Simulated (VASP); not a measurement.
# Al (Fm-3m) in VASP: notebook

Al is run at these levels: PBE; tasks: single point.

All numbers are computed with VASP 6.6.1; they aren't measurements. Logs are shortened: lines on timing, memory, paths and dates and some standing lists are left out, and cuts for length are marked.

## Step 1: The cell of the first run

Symmetry: Fm-3m, No. 225, cubic system. The conventional cell has a = 4.121 Å, b = 4.121 Å, c = 4.121 Å, α = 90.00°, β = 90.00°, γ = 90.00°. Al (site symmetry m-3m) has 12 Al at 2.91 Å within 3.8 Å.

## Step 2: Single point, PBE (volume scaled by 1.06)

File INCAR:

```
SYSTEM = Al
PREC = Accurate
ENCUT = 500
EDIFF = 1E-6
ISMEAR = 0
SIGMA = 0.1
LREAL = .FALSE.
LASPH = .TRUE.
NELM = 120
ALGO = Normal
ISIF = 2
LWAVE = .FALSE.
LCHARG = .TRUE.
GGA = PE
LELF = .TRUE.
LVHAR = .TRUE.
NBANDS = 8
GGA_COMPAT = .FALSE.
```

File KPOINTS:

```
regular mesh
0
G
  18 18 18
  0 0 0
```

File POSCAR:

```
Al
1.0
    0.0000000000      2.0603606066      2.0603606066
    2.0603606066      0.0000000000      2.0603606066
    2.0603606066      2.0603606066      0.0000000000
Al
1
Direct
    0.0000000000      0.0000000000      0.0000000000
```

Potentials or basis: VASP PAW PBE potentials, release 64 (Al).

The run is started by

```bash
cat potpaw_PBE.64/Al/POTCAR > POTCAR
mpirun -np 1 vasp_std > vasp.out
```

OUTCAR:

```text
SYSTEM = Al
   PREC = Accurate
   ENCUT = 500
   EDIFF = 1E-6
   ISMEAR = 0
   LREAL = .FALSE.
   LASPH = .TRUE.
   NELM = 120
   ISIF = 2
   GGA = PE

 ion  position               nearest neighbor table
   1  0.000  0.000  0.000-

  LATTYP: Found a face centered cubic cell.
 ALAT       =     4.1207212132

  Lattice vectors:

 A1 = (   0.0000000000,   2.0603606066,   2.0603606066)
 A2 = (   2.0603606066,   0.0000000000,   2.0603606066)
 A3 = (   2.0603606066,   2.0603606066,   0.0000000000)

Analysis of symmetry for initial positions (statically):
=====================================================================
 Subroutine PRICEL returns:
 Original cell was already a primitive cell.

 Routine SETGRP: Setting up the symmetry group for a
 face centered cubic supercell.

 Subroutine GETGRP returns: Found 48 space group operations
 (whereof 48 operations were pure point group operations)
 out of a pool of 48 trial point group operations.

The static configuration has the point symmetry O_h .

Analysis of symmetry for dynamics (positions and initial velocities):
=====================================================================
 Subroutine PRICEL returns:
 Original cell was already a primitive cell.

 Routine SETGRP: Setting up the symmetry group for a
 face centered cubic supercell.

 Subroutine GETGRP returns: Found 48 space group operations
 (whereof 48 operations were pure point group operations)
 out of a pool of 48 trial point group operations.

The dynamic configuration has the point symmetry O_h .

 Subroutine INISYM returns: Found 48 space group operations
 (whereof 48 operations are pure point group operations),
 and found     1 'primitive' translations

----------------------------------------------------------------------------------------

                                     Primitive cell

  volume of cell :      17.4928

  direct lattice vectors                    reciprocal lattice vectors
     0.000000000  2.060360607  2.060360607    -0.242675966  0.242675966  0.242675966
     2.060360607  0.000000000  2.060360607     0.242675966 -0.242675966  0.242675966
     2.060360607  2.060360607  0.000000000     0.242675966  0.242675966 -0.242675966

  length of vectors
     2.913789913  2.913789913  2.913789913     0.420327102  0.420327102  0.420327102

  position of ions in fractional coordinates (direct lattice)
     0.000000000  0.000000000  0.000000000

  ion indices of the primitive-cell ions
   primitive index   ion index
                 1           1

[... 78 lines left out ...]
   ISYM   =      2    0-nonsym 1-usesym 2-fastsym
   POTIM  = 0.5000    time-step for ionic-motion
   TEBEG  =    0.0;   TEEND  =   0.0 temperature during run
   PSTRESS=    0.0 pullay stress
   NELECT =       3.0000    total number of electrons
   NUPDOWN=      -1.0000    fix difference up-down
   EMIN   =  10.00;   EMAX   =-10.00  energy-range for DOS
   EFERMI =   0.00;   METHOD = LEGACY
   ISMEAR =     0;   SIGMA  =   0.10  broadening in eV -4-tet -1-fermi 0-gaus
   EFERMI_NEDOS =   21; number of points for ismear=-14 and -15
   IALGO  =     38    algorithm
   IMIX   =      4    mixing-type and parameters
     AMIX     =   0.40;   BMIX     =  1.00
     AMIX_MAG =   1.60;   BMIX_MAG =  1.00
  volume/ion in A,a.u.               =      17.49       118.05
  Fermi-wavevector in a.u.,A,eV,Ry     =   0.909554  1.718809 11.255953  0.827289
  Thomas-Fermi vector in A             =   2.033613
   LORBIT       =      0    0 simple, 1 ext, 2 COOP (PROOUT), +10 PAW based schemes
   GGA     = PE    functional components
   LHFCALC =     F    Hartree Fock is set to
   AEXX    =    0.0000 exact exchange contribution
   IVDW    =     0    specifies the selected vdW correction
   LEPSILON=     F    determine dielectric tensor
   LRPA    =     F    only Hartree local field effects (RPA)
 non-spin polarized calculation
 Gauss-broadening in eV      SIGMA  =   0.10
  energy-cutoff  :      500.00
  volume of cell :       17.49
 maximum number of plane-waves:       459
 NGX is ok and might be reduce to    24
   NGX = 11   NGY = 11   NGZ = 11

 number of electron       3.0000000 magnetization

 Free energy of the ion-electron system (eV)
  ---------------------------------------------------
  ext. energy  EPLUGINS =         0.00000000
  ---------------------------------------------------
  free energy    TOTEN  =        -3.73145684 eV

  energy without entropy =       -3.72903585  energy(sigma->0) =       -3.73024634

 E-fermi :   7.3953     XC(G=0):  -9.9869

 val. band max:        7.3546608155   @ k =   0.5000   0.4444   0.0556
 cond. band min:       7.4083586161   @ k =  -0.3889   0.3889   0.1667
 fundamental gap:      0.0536978006
 Fermi energy:         7.3952767311

 k-point     1 :       0.0000    0.0000    0.0000
  band No.  band energies     occupation
      1      -3.3329      2.00000
      2      19.7043      0.00000
      3      19.7043      0.00000
      4      19.7043      0.00000
      5      20.7656      0.00000
      6      20.7656      0.00000
      7      20.7656      0.00000
      8      23.4532      0.00000
[... 243 lines left out ...]
 k-point    24 :      -0.2222    0.0556    0.0000
  band No.  band energies     occupation
      1      -1.7534      2.00000
      2      11.1148      0.00000
      3      16.3254      0.00000
      4      19.0626      0.00000
      5      20.7888      0.00000
      6      21.7693      0.00000
      7      22.2017      0.00000
      8      24.3613      0.00000

 [... further k-points ...]

------------------------ aborting loop because EDIFF is reached ----------------------------------------

  FORCE on cell =-STRESS in cart. coord.  units (eV):
  Direction    XX          YY          ZZ          XY          YZ          ZX
  --------------------------------------------------------------------------------------
  -------------------------------------------------------------------------------------
  Total       -0.4367746     -0.4367746     -0.4367746      0.0000000      0.0000000      0.0000000
  in kB      -40.0044436    -40.0044436    -40.0044436      0.0000000      0.0000000      0.0000000
  external PRESSURE =     -40.0044436 kB  Pullay stress =       0.0000000 kB

 VOLUME and BASIS-vectors are now :
 -----------------------------------------------------------------------------
  energy-cutoff  :      500.00
  volume of cell :       17.49
      direct lattice vectors                 reciprocal lattice vectors
     0.000000000  2.060360607  2.060360607    -0.242675966  0.242675966  0.242675966
     2.060360607  0.000000000  2.060360607     0.242675966 -0.242675966  0.242675966
     2.060360607  2.060360607  0.000000000     0.242675966  0.242675966 -0.242675966

 POSITION                                       TOTAL-FORCE (eV/Angst)
 -----------------------------------------------------------------------------------
      0.00000      0.00000      0.00000         0.000000      0.000000      0.000000
 -----------------------------------------------------------------------------------
    total drift:                               -0.000000      0.000000      0.000000

  FREE ENERGIE OF THE ION-ELECTRON SYSTEM (eV)
  ---------------------------------------------------
  free  energy   TOTEN  =        -3.7314568367 eV

  energy  without entropy=       -3.7290358514  energy(sigma->0) =       -3.73024634
```

OSZICAR:

```text
N       E                     dE             d eps       ncg     rms          rms(c)
DAV:   1    -0.236119827495E+01   -0.23612E+01   -0.78864E+02  3136   0.190E+02
DAV:   2    -0.374562672772E+01   -0.13844E+01   -0.13479E+01  4432   0.180E+01
DAV:   3    -0.375308642662E+01   -0.74597E-02   -0.74578E-02  4008   0.147E+00
DAV:   4    -0.375310393594E+01   -0.17509E-04   -0.17509E-04  4864   0.648E-02
DAV:   5    -0.375310397269E+01   -0.36754E-07   -0.36324E-07  4080   0.164E-03    0.121E+00
DAV:   6    -0.374058698019E+01    0.12517E-01   -0.19356E-03  4184   0.208E-01    0.705E-01
DAV:   7    -0.373146545485E+01    0.91215E-02   -0.57516E-03  4008   0.337E-01    0.138E-01
DAV:   8    -0.373145858151E+01    0.68733E-05   -0.14954E-05  4560   0.275E-02    0.709E-03
DAV:   9    -0.373145728038E+01    0.13011E-05   -0.91117E-07  4336   0.403E-03    0.798E-04
DAV:  10    -0.373145683665E+01    0.44372E-06   -0.44680E-09  2824   0.455E-04
   1 F= -.37314568E+01 E0= -.37302463E+01  d E =-.242099E-02
```

It took 9.2 s on 1 thread of Intel Xeon 6975P-C, shared host; peak memory 0.14 GiB.

What came out:

| Property | Result |
| --- | --- |
| Free energy | -3.7315 eV |
| Pressure | -4.0 GPa |

## Step 3: Single point, PBE (volume scaled by 1.09)

File INCAR:

```
  PREC = Accurate
  ENCUT = 500
  EDIFF = 1E-6
  ISMEAR = 0
  SIGMA = 0.1
  LREAL = False
  LASPH = True
  NELM = 120
  ALGO = Normal
  ISIF = 2
  LWAVE = False
  LCHARG = False
  GGA = PE
  NBANDS = 8
  GGA_COMPAT = False
```

File KPOINTS:

```
Automatic mesh
0
Gamma
  18 18 18
```

File POSCAR:

```
Al
1.0
    0.0000000000      2.0796174294      2.0796174294
    2.0796174294      0.0000000000      2.0796174294
    2.0796174294      2.0796174294      0.0000000000
Al
1
Direct
    0.0000000000      0.0000000000      0.0000000000
```

Potentials or basis: VASP PAW PBE potentials, release 64 (Al).

The run is started by

```bash
cat potpaw_PBE.64/Al/POTCAR > POTCAR
mpirun -np 1 vasp_std > vasp.out
```

It took 9.4 s on 1 thread of Intel Xeon 6975P-C, shared host; peak memory 0.14 GiB.

The run converged. Its results:

```yaml
Free_energy: -3.7166 eV
Pressure: -5.6 GPa
```

Levels at points of the mesh, in eV from the Fermi level:
```csv
k point,band 1,band 2,band 3,band 4,band 5
"(0.00, 0.00, 0.00)",-10.55,12.16,12.16,12.16,13.02
"(0.50, 0.00, 0.00)",-4.26,-4.25,10.53,10.53,11.08
"(0.50, 0.50, 0.00)",-2.71,-1.59,5.21,5.21,5.24
```
